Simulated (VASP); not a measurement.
# Pd: single point with LDA

The system is Pd.

```
Pd
1.0
     0.00000    1.97211    1.97211
     1.97211    0.00000    1.97211
     1.97211    1.97211    0.00000
Pd
1
Direct
  0.00000 0.00000 0.00000
```

```json
{
 "Program": "VASP 6.6.1",
 "Task": "single point",
 "Functional": "LDA",
 "Potentials or basis": "VASP PAW LDA potentials, release 64 (Pd)",
 "Cutoff": "520 eV",
 "k mesh": "12 × 12 × 12",
 "Occupations": "fermi-dirac, width 0.05 eV",
 "Spin": "no spin polarisation",
 "Dipole correction": "no",
 "Further INCAR settings": "ALGO = Normal; EDIFF = 1e-06; NBANDS = 11"
}
```

* Pressure: -14.7 GPa
* Band gap on the k mesh: zero (band 5 reaches 9.19 eV, above the bottom of band 6 at 7.71 eV)

Levels at points of the mesh, in eV from the Fermi level:
| k point | band 1 | band 2 | band 3 | band 4 | band 5 | band 6 | band 7 | band 8 | band 9 | band 10 |
| --- | --- | --- | --- | --- | --- | --- | --- | --- | --- | --- |
| (0.00, 0.00, 0.00) | -6.91 | -2.68 | -2.68 | -2.68 | -1.13 | -1.13 | 17.14 | 21.63 | 21.63 | 21.63 |
| (0.50, 0.00, 0.00) | -5.03 | -2.71 | -2.71 | 0.00 | 0.00 | 1.06 | 6.96 | 16.50 | 20.56 | 20.56 |
| (0.50, 0.50, 0.00) | -5.08 | -4.82 | -0.02 | 0.28 | 0.28 | 3.28 | 10.33 | 12.88 | 12.88 | 20.98 |

It took 6.1 s on 1 thread of Intel Xeon 6975P-C, with other jobs on the host, peak memory 0.14 GiB.
